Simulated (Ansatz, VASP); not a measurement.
Hf in VASP and in Ansatz

```xyz
8
Lattice="5.6362 0.0000 0.0000 0.0000 5.6362 0.0000 0.0000 0.0000 5.6362" Properties=species:S:1:pos:R:3 pbc="T T T"
Hf    0.0000    0.0000    0.0000
Hf    2.8181    2.8181    2.8181
Hf    1.4090    0.0000    2.8181
Hf    4.2271    0.0000    2.8181
Hf    2.8181    1.4090    0.0000
Hf    2.8181    4.2271    0.0000
Hf    0.0000    2.8181    1.4090
Hf    0.0000    2.8181    4.2271
```

Alike in both runs: task relaxation of cell and atoms; functional BLYP; k mesh 5 × 5 × 5; occupations fermi-dirac, width 0.1 eV; no spin polarisation.

|  | VASP | Ansatz |
| --- | --- | --- |
| version | VASP 6.6.1 | Ansatz 0.2.0 |
| potentials or method | VASP PAW PBE potentials, release 64 (Hf_pv), cutoff 600 eV | plane waves (420 eV) with PAW, scalar-relativistic |
| valence electrons in the cell | 80 | 208 |

|  | VASP | Ansatz | Ansatz less VASP |
| --- | --- | --- | --- |
| relaxed volume (Å³/atom) | 23.22 | 23.22 | +0.004 |
| relaxed cell length with the largest relative difference (Å) | 5.706 | 5.706 | +0.0004 |

VASP's potentials were made for PBE, not for BLYP. VASP's potentials hold 80 valence electrons a cell and Ansatz's 208, so a difference there can come from the potentials and not from the codes.

Spin-orbit coupling is off throughout.
